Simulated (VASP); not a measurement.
# GeW (Fm-3m) in VASP: a series of runs

Runs on GeW. Level: PBE. Tasks: single point.

All numbers are computed with VASP 6.6.1; they aren't measurements. Logs are shortened: lines on timing, memory, paths and dates and some standing lists are left out, and cuts for length are marked.

### 1 The cell of the first run

Symmetry: Fm-3m, No. 225, cubic system. Conventional cell: a = 5.157 Å, b = 5.157 Å, c = 5.157 Å, α = 90.00°, β = 90.00°, γ = 90.00°. Ge (site symmetry m-3m) has 6 W at 2.58 Å within 3.4 Å. Within 3.4 Å of W (site symmetry m-3m) lie 6 Ge at 2.58 Å.

### 2 Single point, PBE

INCAR reads:

```
SYSTEM = GeW
  PREC = Accurate
  ENCUT = 520
  EDIFF = 1E-6
  ISMEAR = -1
  SIGMA = 0.05
  LREAL = .FALSE.
  LASPH = .TRUE.
  NELM = 60
  ALGO = Normal
  ISIF = 2
  LWAVE = .FALSE.
  LCHARG = .TRUE.
  GGA = PE
  LELF = .TRUE.
  LVHAR = .TRUE.
  NBANDS = 21
```

KPOINTS reads:

```
regular mesh
0
G
  9 9 9
  0 0 0
```

POSCAR reads:

```
GeW
1.0
    0.0000000000      2.5785944828      2.5785944828
    2.5785944828      0.0000000000      2.5785944828
    2.5785944828      2.5785944828      0.0000000000
Ge W
1 1
Direct
    0.5000000000      0.5000000000      0.5000000000
    0.0000000000      0.0000000000      0.0000000000
```

Potentials or basis: VASP PAW PBE potentials, release 64 (Ge_d, W_sv).

The run is started by

```sh
$ cat potpaw_PBE.64/Ge_d/POTCAR potpaw_PBE.64/W_sv/POTCAR > POTCAR
$ mpirun -np 1 vasp_std > vasp.out
```

OUTCAR:

```text
SYSTEM = GeW
   PREC = Accurate
   ENCUT = 520
   EDIFF = 1E-6
   ISMEAR = -1
   LREAL = .FALSE.
   LASPH = .TRUE.
   NELM = 60
   ISIF = 2
   GGA = PE

 ion  position               nearest neighbor table
   1  0.500  0.500  0.500-   2 2.58   2 2.58   2 2.58   2 2.58   2 2.58   2 2.58
   2  0.000  0.000  0.000-   1 2.58   1 2.58   1 2.58   1 2.58   1 2.58   1 2.58

  LATTYP: Found a face centered cubic cell.
 ALAT       =     5.1571889656

  Lattice vectors:

 A1 = (   0.0000000000,   2.5785944828,   2.5785944828)
 A2 = (   2.5785944828,   0.0000000000,   2.5785944828)
 A3 = (   2.5785944828,   2.5785944828,   0.0000000000)

Analysis of symmetry for initial positions (statically):
=====================================================================
 Subroutine PRICEL returns:
 Original cell was already a primitive cell.

 Routine SETGRP: Setting up the symmetry group for a
 face centered cubic supercell.

 Subroutine GETGRP returns: Found 48 space group operations
 (whereof 48 operations were pure point group operations)
 out of a pool of 48 trial point group operations.

The static configuration has the point symmetry O_h .

Analysis of symmetry for dynamics (positions and initial velocities):
=====================================================================
 Subroutine PRICEL returns:
 Original cell was already a primitive cell.

 Routine SETGRP: Setting up the symmetry group for a
 face centered cubic supercell.

 Subroutine GETGRP returns: Found 48 space group operations
 (whereof 48 operations were pure point group operations)
 out of a pool of 48 trial point group operations.

The dynamic configuration has the point symmetry O_h .

 Subroutine INISYM returns: Found 48 space group operations
 (whereof 48 operations are pure point group operations),
 and found     1 'primitive' translations

----------------------------------------------------------------------------------------

                                     Primitive cell

  volume of cell :      34.2909

  direct lattice vectors                    reciprocal lattice vectors
     0.000000000  2.578594483  2.578594483    -0.193904084  0.193904084  0.193904084
     2.578594483  0.000000000  2.578594483     0.193904084 -0.193904084  0.193904084
     2.578594483  2.578594483  0.000000000     0.193904084  0.193904084 -0.193904084

  length of vectors
     3.646683289  3.646683289  3.646683289     0.335851724  0.335851724  0.335851724

  position of ions in fractional coordinates (direct lattice)
     0.500000000  0.500000000  0.500000000
     0.000000000  0.000000000  0.000000000

  ion indices of the primitive-cell ions
   primitive index   ion index
                 1           1
                 2           2

----------------------------------------------------------------------------------------

 KPOINTS: regular mesh

Automatic generation of k-mesh.
 Grid dimensions read from file:
 generate k-points for:    9    9    9

 Generating k-lattice:

  Cartesian coordinates                     Fractional coordinates (reciprocal lattice)
    -0.021544898  0.021544898  0.021544898     0.111111111  0.000000000  0.000000000
     0.021544898 -0.021544898  0.021544898     0.000000000  0.111111111  0.000000000
     0.021544898  0.021544898 -0.021544898     0.000000000  0.000000000  0.111111111

  Length of vectors
     0.037316858  0.037316858  0.037316858

  Shift w.r.t. Gamma in fractional coordinates (k-lattice)
     0.000000000  0.000000000  0.000000000

 Subroutine IBZKPT returns following result:
 ===========================================

 Found     35 irreducible k-points:

 Following reciprocal coordinates:
            Coordinates               Weight
  0.000000  0.000000  0.000000      1.000000
  0.111111  0.000000  0.000000      8.000000
  0.222222  0.000000  0.000000      8.000000
  0.333333  0.000000  0.000000      8.000000
  0.444444  0.000000  0.000000      8.000000
  0.111111  0.111111  0.000000      6.000000
[... 16 lines left out ...]
 -0.333333  0.333333  0.000000     12.000000
  0.444444  0.444444  0.000000      6.000000
 [... further k-points ...]
   k-points           NKPTS =     35   k-points in BZ     NKDIM =     35   number of bands    NBANDS=     21
   number of dos      NEDOS =    301   number of ions     NIONS =      2
   total plane-waves  NPLWV =  21952
   dimension x,y,z NGX =    28 NGY =   28 NGZ =   28
   dimension x,y,z NGXF=    56 NGYF=   56 NGZF=   56
   ions per type =               1   1
   NGX,Y,Z   is equivalent  to a cutoff of  12.76, 12.76, 12.76 a.u.
   NGXF,Y,Z  is equivalent  to a cutoff of  25.53, 25.53, 25.53 a.u.
 SYSTEM =  GeW
   PREC   = accura    normal or accurate (medium, high low for compatibility)
   ISTART =      0    job   : 0-new  1-cont  2-samecut
   ICHARG =      2    charge: 1-file 2-atom 10-const
   ISPIN  =      1    spin polarized calculation?
   LNONCOLLINEAR =      F non collinear calculations
   LSORBIT =      F    spin-orbit coupling
   LASPH  =      T    aspherical Exc in radial PAW
   ENCUT  =  520.0 eV  38.22 Ry    6.18 a.u.   6.78  6.78  6.78*2*pi/ulx,y,z
   NELM   =     60;   NELMIN=  2; NELMDL= -5     # of ELM steps
   EDIFF  = 0.1E-05   stopping-criterion for ELM
   LREAL  =      F    real-space projection
   EDIFFG = 0.1E-04   stopping-criterion for IOM
   NSW    =      0    number of steps for IOM
   IBRION =     -1    ionic relax: 0-MD 1-quasi-New 2-CG
   NFREE  =      0    steps in history (QN), initial steepest desc. (CG)
   ISIF   =      2    stress and relaxation
   ISYM   =      2    0-nonsym 1-usesym 2-fastsym
   POTIM  = 0.5000    time-step for ionic-motion
   TEBEG  =    0.0;   TEEND  =   0.0 temperature during run
   PSTRESS=    0.0 pullay stress
   NELECT =      28.0000    total number of electrons
   NUPDOWN=      -1.0000    fix difference up-down
   EMIN   =  10.00;   EMAX   =-10.00  energy-range for DOS
   EFERMI =   0.00;   METHOD = LEGACY
   ISMEAR =    -1;   SIGMA  =   0.05  broadening in eV -4-tet -1-fermi 0-gaus
   EFERMI_NEDOS =   21; number of points for ismear=-14 and -15
   IALGO  =     38    algorithm
   IMIX   =      4    mixing-type and parameters
     AMIX     =   0.40;   BMIX     =  1.00
     AMIX_MAG =   1.60;   BMIX_MAG =  1.00
  volume/ion in A,a.u.               =      17.15       115.70
  Fermi-wavevector in a.u.,A,eV,Ry     =   1.530152  2.891567 31.856190  2.341364
  Thomas-Fermi vector in A             =   2.637674
   LORBIT       =      0    0 simple, 1 ext, 2 COOP (PROOUT), +10 PAW based schemes
   GGA     = PE    functional components
   LHFCALC =     F    Hartree Fock is set to
   AEXX    =    0.0000 exact exchange contribution
   IVDW    =     0    specifies the selected vdW correction
   LEPSILON=     F    determine dielectric tensor
   LRPA    =     F    only Hartree local field effects (RPA)
 non-spin polarized calculation
  energy-cutoff  :      520.00
  volume of cell :       34.29
 maximum number of plane-waves:       944
   NGX = 13   NGY = 13   NGZ = 13

 number of electron      27.9999992 magnetization

 Free energy of the ion-electron system (eV)
  ---------------------------------------------------
  ext. energy  EPLUGINS =         0.00000000
  ---------------------------------------------------
  free energy    TOTEN  =       -15.71634981 eV

  energy without entropy =      -15.69242444  energy(sigma->0) =      -15.70438712

 E-fermi :   9.0435     XC(G=0): -12.4126

 val. band max:        9.0116050892   @ k =  -0.3333   0.3333   0.1111
 cond. band min:       9.0468738057   @ k =   0.3333   0.1111   0.0000
 fundamental gap:      0.0352687165
 Fermi energy:         9.0434628269

 k-point     1 :       0.0000    0.0000    0.0000
  band No.  band energies     occupation
      1     -65.4559      2.00000
      2     -29.6425      2.00000
      3     -29.6425      2.00000
      4     -29.6425      2.00000
      5     -15.4121      2.00000
      6     -15.4121      2.00000
[... 13 lines left out ...]
     20      17.2594      0.00000
     21      24.1764      0.00000

 k-point     2 :       0.1111    0.0000    0.0000
  band No.  band energies     occupation
      1     -65.4555      2.00000
      2     -29.6544      2.00000
      3     -29.6446      2.00000
      4     -29.6446      2.00000
      5     -15.4078      2.00000
      6     -15.4078      2.00000
[... 13 lines left out ...]
     20      17.7037      0.00000
     21      21.8976      0.00000

 k-point     3 :       0.2222    0.0000    0.0000
  band No.  band energies     occupation
      1     -65.4546      2.00000
      2     -29.6846      2.00000
      3     -29.6501      2.00000
      4     -29.6501      2.00000
      5     -15.3968      2.00000
      6     -15.3968      2.00000
[... 13 lines left out ...]
     20      19.5504      0.00000
     21      20.6521      0.00000

 k-point     4 :       0.3333    0.0000    0.0000
  band No.  band energies     occupation
      1     -65.4535      2.00000
      2     -29.7187      2.00000
      3     -29.6563      2.00000
      4     -29.6563      2.00000
      5     -15.3845      2.00000
      6     -15.3845      2.00000
[... 13 lines left out ...]
     20      18.8185      0.00000
     21      18.8185      0.00000

 k-point     5 :       0.4444    0.0000    0.0000
  band No.  band energies     occupation
      1     -65.4528      2.00000
      2     -29.7407      2.00000
      3     -29.6604      2.00000
      4     -29.6604      2.00000
      5     -15.3765      2.00000
      6     -15.3765      2.00000
[... 13 lines left out ...]
     20      18.1372      0.00000
     21      18.1372      0.00000

 k-point     6 :       0.1111    0.1111    0.0000
  band No.  band energies     occupation
      1     -65.4554      2.00000
      2     -29.6552      2.00000
      3     -29.6469      2.00000
      4     -29.6469      2.00000
      5     -15.4108      2.00000
      6     -15.4031      2.00000
[... 13 lines left out ...]
     20      18.1486      0.00000
     21      21.7496      0.00000

 k-point     7 :       0.2222    0.1111    0.0000
  band No.  band energies     occupation
      1     -65.4546      2.00000
      2     -29.6772      2.00000
      3     -29.6523      2.00000
      4     -29.6514      2.00000
      5     -15.4054      2.00000
      6     -15.3938      2.00000
[... 13 lines left out ...]
     20      19.2114      0.00000
     21      20.0117      0.00000
[... 291 lines left out ...]
      1     -65.4527      2.00000
      2     -29.7136      2.00000
      3     -29.6703      2.00000
      4     -29.6703      2.00000
      5     -15.4034      2.00000
      6     -15.3935      2.00000
[... 13 lines left out ...]
     20      20.2627      0.00000
     21      21.8969      0.00000

 k-point    21 :       0.4444    0.3333    0.0000
  band No.  band energies     occupation
      1     -65.4522      2.00000
      2     -29.7230      2.00000
      3     -29.6790      2.00000
      4     -29.6743      2.00000
      5     -15.3985      2.00000
      6     -15.3982      2.00000
[... 13 lines left out ...]
     20      20.1619      0.00000
     21      22.2704      0.00000

 k-point    22 :      -0.4444    0.3333    0.0000
  band No.  band energies     occupation
      1     -65.4519      2.00000
      2     -29.7216      2.00000
      3     -29.6941      2.00000
      4     -29.6742      2.00000
      5     -15.4000      2.00000
      6     -15.3892      2.00000
[... 13 lines left out ...]
     20      19.8249      0.00000
     21      21.4620      0.00000

 k-point    23 :      -0.3333    0.3333    0.0000
  band No.  band energies     occupation
      1     -65.4520      2.00000
      2     -29.7116      2.00000
      3     -29.7070      2.00000
      4     -29.6701      2.00000
      5     -15.3983      2.00000
      6     -15.3798      2.00000
[... 13 lines left out ...]
     20      20.0154      0.00000
     21      20.4784      0.00000

 k-point    24 :       0.4444    0.4444    0.0000
  band No.  band energies     occupation
      1     -65.4519      2.00000
      2     -29.7300      2.00000
      3     -29.6783      2.00000
      4     -29.6783      2.00000
      5     -15.4054      2.00000
      6     -15.4009      2.00000
[... 13 lines left out ...]
     20      20.8656      0.00000
     21      23.8624      0.00000

 [... further k-points ...]
[... 5 lines left out ...]
  --------------------------------------------------------------------------------------
  -------------------------------------------------------------------------------------
  Total        0.0502492      0.0502492      0.0502492     -0.0000000      0.0000000     -0.0000000
  in kB        2.3477984      2.3477984      2.3477984     -0.0000000      0.0000000     -0.0000000
  external PRESSURE =       2.3477984 kB  Pullay stress =       0.0000000 kB

 VOLUME and BASIS-vectors are now :
 -----------------------------------------------------------------------------
  energy-cutoff  :      520.00
  volume of cell :       34.29
      direct lattice vectors                 reciprocal lattice vectors
     0.000000000  2.578594483  2.578594483    -0.193904084  0.193904084  0.193904084
     2.578594483  0.000000000  2.578594483     0.193904084 -0.193904084  0.193904084
     2.578594483  2.578594483  0.000000000     0.193904084  0.193904084 -0.193904084

 POSITION                                       TOTAL-FORCE (eV/Angst)
 -----------------------------------------------------------------------------------
      2.57859      2.57859      2.57859         0.000000      0.000000     -0.000000
      0.00000      0.00000      0.00000        -0.000000     -0.000000      0.000000
 -----------------------------------------------------------------------------------
    total drift:                                0.000000      0.000000      0.000000

  FREE ENERGIE OF THE ION-ELECTRON SYSTEM (eV)
  ---------------------------------------------------
  free  energy   TOTEN  =       -15.7163498058 eV

  energy  without entropy=      -15.6924244412  energy(sigma->0) =      -15.70438712
```

It took 11 s on 1 thread of Intel Xeon 6975P-C (Granite Rapids), shared host; peak memory 0.16 GiB.

What came out:

```yaml
Free_energy: -15.7163 eV
Pressure: 0.2 GPa
Band_gap_on_the_k_mesh: zero (band 14 reaches 9.58 eV, above the bottom of band 15 at 7.88 eV)
```

Caveat: spin-orbit coupling is left out, which moves the levels of the heavy elements.

### 3 Single point, PBE

INCAR reads:

```
ALGO = Normal ; EDIFF = 1E-7
ENCUT = 520 ; GGA = PE
ISIF = 2 ; ISMEAR = 0
LASPH = T ; LCHARG = F
LREAL = F ; LWAVE = F
NBANDS = 21 ; NELM = 100
PREC = Accurate ; SIGMA = 0.011
```

KPOINTS reads:

```
k-points
0
Gamma
  9 9 9
```

POSCAR reads:

```
GeW
1.0
    0.0000000000      2.5776100000      2.5776100000
    2.5776100000      0.0000000000      2.5776100000
    2.5776100000      2.5776100000      0.0000000000
Ge W
1 1
Direct
    0.5000000000      0.5000000000      0.5000000000
    0.0000000000      0.0000000000      0.0000000000
```

Potentials or basis: VASP PAW PBE potentials, release 64 (Ge_d, W_sv).

The run is started by

```sh
$ cat potpaw_PBE.64/Ge_d/POTCAR potpaw_PBE.64/W_sv/POTCAR > POTCAR
$ mpirun -np 1 vasp_std > vasp.out
```

It took 11 s on 1 thread of Intel Xeon 6975P-C (Granite Rapids), shared host; peak memory 0.17 GiB.

It converged, with:

```
Free energy            : -15.7028 eV
Pressure               : 0.4 GPa
Band gap on the k mesh : zero (band 14 reaches 9.59 eV, above the bottom of band 15 at 7.88 eV)
```

Levels at points of the mesh, in eV from the Fermi level:
```
           k point  band 12  band 13  band 14  band 15  band 16  band 17
(0.00, 0.00, 0.00)    -1.60    -1.60    -0.86    -0.86     2.45     2.45
```

Caveat: spin-orbit coupling is left out, which moves the levels of the heavy elements.
